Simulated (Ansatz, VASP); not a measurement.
## One calculation of Fe, two programs

```
Fe
1.0
    -1.30207    1.30207    1.62928
     1.30207   -1.30207    1.62928
     1.30207    1.30207   -1.62928
Fe
1
Direct
  0.00000 0.00000 0.00000
```

Alike in both runs: task single point; functional PBE; k mesh 12 × 12 × 12; occupations gaussian, width 0.15 eV; collinear spin.

|  | VASP | Ansatz |
| --- | --- | --- |
| version | VASP 6.6.1 | Ansatz 0.2.0 |
| potentials or method | VASP PAW PBE potentials, release 64 (Fe), cutoff 520 eV | scalar-relativistic, plane waves, PAW |
| valence electrons in the cell | 8 | 16 |

VASP gave:

| Property | Result |
| --- | --- |
| gap on the k mesh at the Fermi level (eV) | none |
| pressure (GPa) | 8.4 |
| traceless stress, the component that is largest in VASP (GPa) | -11.56 |
| net moment per atom (μB) | 2.17 |
| size of the moment on the site where the two differ most (μB) | 2.16 |

Problem. Which values does Ansatz return?

Solution. gap on the k mesh at the Fermi level (eV): none; pressure (GPa): 8.3; traceless stress, the component that is largest in VASP (GPa): -11.63; net moment per atom (μB): 2.15; size of the moment on the site where the two differ most (μB): 2.18.

Site moments also hang on the region over which each program counts them. A gap of «none» marks a metal or a gap that the smearing closes. VASP's potentials hold 8 valence electrons a cell and Ansatz's 16, so a difference there can come from the potentials and not from the codes.
